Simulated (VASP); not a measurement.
# TeAs2S2 (C2/m) in VASP: single point with PBE

Aim: the single point of TeAs2S2 with PBE.

Everything below comes from runs of VASP 6.6.1. Logs are shortened: lines on timing, memory, paths and dates and some standing lists are left out, and cuts for length are marked.

## 1. The cell of the first run

The structure is monoclinic, space group C2/m (No. 12). The conventional cell has a = 6.524 Å, b = 3.917 Å, c = 9.520 Å, α = 90.00°, β = 103.20°, γ = 90.00°. As (site symmetry m) has 3 S at 2.49 to 2.58 Å and 3 Te at 2.95 to 2.98 Å within 3.3 Å. Within 3.3 Å of S (site symmetry m) lie 3 As at 2.49 to 2.58 Å. Within 4.0 Å of Te (site symmetry 2/m) lie 6 As at 2.95 to 2.98 Å and 6 Te at 3.80 to 3.92 Å and 6 S at 3.86 to 3.93 Å.

## 2. Single point, PBE (uniaxial x strain +4.0%)

The input, INCAR:

```
SYSTEM = TeAs2S2
ALGO = Normal
EDIFF = 1E-7
ENCUT = 520
GGA = PE
ISIF = 2
ISMEAR = -1
LASPH = .TRUE.
LCHARG = .FALSE.
LREAL = .FALSE.
LWAVE = .FALSE.
NBANDS = 22
NELM = 80
PREC = Accurate
SIGMA = 0.02
```

The input, KPOINTS:

```
k-points
0
G
  8 8 8
  0 0 0
```

The input, POSCAR:

```
TeAs2S2
1.0
    1.9585971716      1.0873044272      9.2682243471
   -1.9585971716      1.0873044272      9.2682243471
    0.0000000000     -2.1746088543      9.2682243471
As S Te
2 2 1
Direct
    0.4145772009      0.4145772009      0.3818692612
    0.5854227991      0.5854227991      0.6181307388
    0.2112611707      0.2112611707      0.2305490077
    0.7887388293      0.7887388293      0.7694509923
    0.0000000000      0.0000000000      0.0000000000
```

Potentials or basis: VASP PAW PBE potentials, release 64 (As, S, Te).

Run with:

```console
$ cat potpaw_PBE.64/As/POTCAR potpaw_PBE.64/S/POTCAR potpaw_PBE.64/Te/POTCAR > POTCAR
$ mpirun -np 1 vasp_std > vasp.out
```

OUTCAR:

```text
SYSTEM = TeAs2S2
   EDIFF = 1E-7
   ENCUT = 520
   GGA = PE
   ISIF = 2
   ISMEAR = -1
   LASPH = .TRUE.
   LREAL = .FALSE.
   NELM = 80
   PREC = Accurate

 ion  position               nearest neighbor table
   1  0.415  0.415  0.382-   4 2.49   4 2.58   4 2.58   5 2.95   5 2.95   5 2.98
   2  0.585  0.585  0.618-   3 2.49   3 2.58   3 2.58   5 2.95   5 2.95   5 2.98
   3  0.211  0.211  0.231-   2 2.49   2 2.58   2 2.58
   4  0.789  0.789  0.769-   1 2.49   1 2.58   1 2.58
   5  0.000  0.000  0.000-   2 2.95   2 2.95   1 2.95   1 2.95   2 2.98   1 2.98

  LATTYP: Found a base centered monoclinic cell.
 ALAT       =     6.5238265630
 B/A-ratio  =     0.6004442800
 C/A-ratio  =     1.4592542357
 COS(beta)  =    -0.2284271823

  Lattice vectors:

 A1 = (   1.9585971716,   3.2619132815,   0.0000000000)
 A2 = (  -1.9585971716,   3.2619132815,   0.0000000000)
 A3 = (   0.0000000000,  -2.1746088543,   9.2682243471)

Analysis of symmetry for initial positions (statically):
=====================================================================
 Subroutine PRICEL returns:
 Original cell was already a primitive cell.

 Routine SETGRP: Setting up the symmetry group for a
 base centered monoclinic supercell.

 Subroutine GETGRP returns: Found  4 space group operations
 (whereof  4 operations were pure point group operations)
 out of a pool of  4 trial point group operations.

The static configuration has the point symmetry C_2h.

Analysis of symmetry for dynamics (positions and initial velocities):
=====================================================================
 Subroutine PRICEL returns:
 Original cell was already a primitive cell.

 Routine SETGRP: Setting up the symmetry group for a
 base centered monoclinic supercell.

 Subroutine GETGRP returns: Found  4 space group operations
 (whereof  4 operations were pure point group operations)
 out of a pool of  4 trial point group operations.

The dynamic configuration has the point symmetry C_2h.

 Subroutine INISYM returns: Found  4 space group operations
 (whereof  4 operations are pure point group operations),
 and found     1 'primitive' translations

----------------------------------------------------------------------------------------

                                     Primitive cell

[... 94 lines left out ...]
   ENCUT  =  520.0 eV  38.22 Ry    6.18 a.u.  17.73 17.73 17.70*2*pi/ulx,y,z
   NELM   =     80;   NELMIN=  2; NELMDL= -5     # of ELM steps
   EDIFF  = 0.1E-06   stopping-criterion for ELM
   LREAL  =      F    real-space projection
   EDIFFG = 0.1E-05   stopping-criterion for IOM
   NSW    =      0    number of steps for IOM
   IBRION =     -1    ionic relax: 0-MD 1-quasi-New 2-CG
   NFREE  =      0    steps in history (QN), initial steepest desc. (CG)
   ISIF   =      2    stress and relaxation
   ISYM   =      2    0-nonsym 1-usesym 2-fastsym
   POTIM  = 0.5000    time-step for ionic-motion
   TEBEG  =    0.0;   TEEND  =   0.0 temperature during run
   PSTRESS=    0.0 pullay stress
   NELECT =      28.0000    total number of electrons
   NUPDOWN=      -1.0000    fix difference up-down
   EMIN   =  10.00;   EMAX   =-10.00  energy-range for DOS
   EFERMI =   0.00;   METHOD = LEGACY
   ISMEAR =    -1;   SIGMA  =   0.02  broadening in eV -4-tet -1-fermi 0-gaus
   EFERMI_NEDOS =   21; number of points for ismear=-14 and -15
   IALGO  =     38    algorithm
   IMIX   =      4    mixing-type and parameters
     AMIX     =   0.40;   BMIX     =  1.00
     AMIX_MAG =   1.60;   BMIX_MAG =  1.00
  volume/ion in A,a.u.               =      23.69       159.83
  Fermi-wavevector in a.u.,A,eV,Ry     =   1.012308  1.912985 13.942818  1.024768
  Thomas-Fermi vector in A             =   2.145410
   LORBIT       =      0    0 simple, 1 ext, 2 COOP (PROOUT), +10 PAW based schemes
   GGA     = PE    functional components
   LHFCALC =     F    Hartree Fock is set to
   AEXX    =    0.0000 exact exchange contribution
   IVDW    =     0    specifies the selected vdW correction
   LEPSILON=     F    determine dielectric tensor
   LRPA    =     F    only Hartree local field effects (RPA)
 non-spin polarized calculation
  energy-cutoff  :      520.00
  volume of cell :      118.43
 maximum number of plane-waves:      3212
   NGX = 35   NGY = 35   NGZ = 35

 number of electron      27.9999999 magnetization

 Free energy of the ion-electron system (eV)
  ---------------------------------------------------
  ext. energy  EPLUGINS =         0.00000000
  ---------------------------------------------------
  free energy    TOTEN  =       -20.50073368 eV

  energy without entropy =      -20.50073330  energy(sigma->0) =      -20.50073349

 E-fermi :   5.0120     XC(G=0):  -9.5244

 val. band max:        4.8240677563   @ k =   0.0000   0.0000   0.0000
 cond. band min:       5.2222374151   @ k =   0.3750   0.2500   0.3750
 fundamental gap:      0.3981696588
 Fermi energy:         5.0120059218

 k-point     1 :       0.0000    0.0000    0.0000
  band No.  band energies     occupation
      1      -9.8483      2.00000
      2      -9.3532      2.00000
      3      -7.2195      2.00000
      4      -4.2510      2.00000
      5      -2.5916      2.00000
      6       2.3054      2.00000
[... 589 lines left out ...]
     21      10.7591      0.00000
     22      10.9011      0.00000

 [... further k-points ...]

------------------------ aborting loop because EDIFF is reached ----------------------------------------

  FORCE on cell =-STRESS in cart. coord.  units (eV):
  Direction    XX          YY          ZZ          XY          YZ          ZX
  --------------------------------------------------------------------------------------
  -------------------------------------------------------------------------------------
  Total       -1.1199785      0.4963063      0.9536368      0.0000000      0.2096550      0.0000000
  in kB      -15.1522174      6.7145403     12.9017771      0.0000000      2.8364274      0.0000000
  external PRESSURE =       1.4880333 kB  Pullay stress =       0.0000000 kB

 VOLUME and BASIS-vectors are now :
 -----------------------------------------------------------------------------
  energy-cutoff  :      520.00
  volume of cell :      118.43
      direct lattice vectors                 reciprocal lattice vectors
     1.958597172  1.087304427  9.268224347     0.255284755  0.153284271  0.035965177
    -1.958597172  1.087304427  9.268224347    -0.255284755  0.153284271  0.035965177
     0.000000000 -2.174608854  9.268224347     0.000000000 -0.306568542  0.035965177

 POSITION                                       TOTAL-FORCE (eV/Angst)
 -----------------------------------------------------------------------------------
      0.00000      0.07113     11.22404         0.000000     -0.043908      0.015586
      0.00000     -0.07113     16.58063         0.000000      0.043908     -0.015586
      0.00000     -0.04194      6.05281         0.000000     -0.037736     -0.024877
      0.00000      0.04194     21.75186         0.000000      0.037736      0.024877
      0.00000      0.00000      0.00000         0.000000      0.000000     -0.000000
 -----------------------------------------------------------------------------------
    total drift:                                0.000000      0.000000      0.000000

  FREE ENERGIE OF THE ION-ELECTRON SYSTEM (eV)
  ---------------------------------------------------
  free  energy   TOTEN  =       -20.5007336807 eV

  energy  without entropy=      -20.5007333000  energy(sigma->0) =      -20.50073349
```

OSZICAR:

```text
N       E                     dE             d eps       ncg     rms          rms(c)
DAV:   1     0.119835598282E+03    0.11984E+03   -0.11223E+04  6600   0.106E+03
DAV:   2    -0.114053256739E+02   -0.13124E+03   -0.12580E+03  8880   0.174E+02
DAV:   3    -0.208350909563E+02   -0.94298E+01   -0.92753E+01  8290   0.478E+01
DAV:   4    -0.209910102087E+02   -0.15592E+00   -0.15573E+00  7614   0.721E+00
DAV:   5    -0.209942239748E+02   -0.32138E-02   -0.32136E-02  8606   0.106E+00    0.997E+00
DAV:   6    -0.204935882564E+02    0.50064E+00   -0.17656E+00  7234   0.644E+00    0.674E+00
DAV:   7    -0.204991469403E+02   -0.55587E-02   -0.48019E-01  7194   0.371E+00    0.360E+00
DAV:   8    -0.205019303294E+02   -0.27834E-02   -0.51774E-02  7698   0.122E+00    0.376E-01
DAV:   9    -0.205005965562E+02    0.13338E-02   -0.37161E-03  7914   0.432E-01    0.257E-01
DAV:  10    -0.205006940884E+02   -0.97532E-04   -0.19113E-03  8064   0.219E-01    0.156E-01
DAV:  11    -0.205007188786E+02   -0.24790E-04   -0.19448E-04  7776   0.775E-02    0.776E-02
DAV:  12    -0.205007314538E+02   -0.12575E-04   -0.80365E-05  7864   0.460E-02    0.257E-02
DAV:  13    -0.205007328143E+02   -0.13604E-05   -0.98410E-06  7788   0.158E-02    0.186E-02
DAV:  14    -0.205007332117E+02   -0.39748E-06   -0.15377E-06  7710   0.595E-03    0.777E-03
DAV:  15    -0.205007335817E+02   -0.36992E-06   -0.60276E-07  7118   0.407E-03    0.335E-03
DAV:  16    -0.205007336807E+02   -0.99081E-07   -0.69716E-08  5226   0.142E-03
   1 F= -.20500734E+02 E0= -.20500733E+02  d E =-.380740E-06
```

stdout:

```text
POSCAR found type information on POSCAR AsS Te
 POSCAR found :  3 types and       5 ions
 scaLAPACK will be used
 LDA part: xc-table for (Slater+PW92), standard interpolation
 POSCAR, INCAR and KPOINTS ok, starting setup
 FFT: planning ... GRIDC
 FFT: planning ... GRID_SOFT
 FFT: planning ... GRID
 WAVECAR not read
 entering main loop
```

Wall time 23 min (1 thread of Intel Xeon Platinum 8488C (Sapphire Rapids), shared host); peak memory 0.98 GiB.

Results:

| Quantity | Value |
| --- | --- |
| Free energy | -20.5007 eV |
| Pressure | 0.1 GPa |
| Largest force | 0.047 eV/Å |
| Band gap on the k mesh | 0.40 eV (least direct gap 0.46 eV) |

Forces in eV/Å, atoms in the order of the input:
```
As   0.000 -0.044  0.016
As   0.000  0.044 -0.016
S    0.000 -0.038 -0.025
S    0.000  0.038  0.025
Te   0.000  0.000  0.000
```

Caveat: the cell differs from its parent crystal (uniaxial x strain +4.0%); semilocal functionals underestimate gaps, and a narrow one can read as zero; spin-orbit coupling is left out, which moves the levels of the heavy elements. A k mesh can miss the band edges.
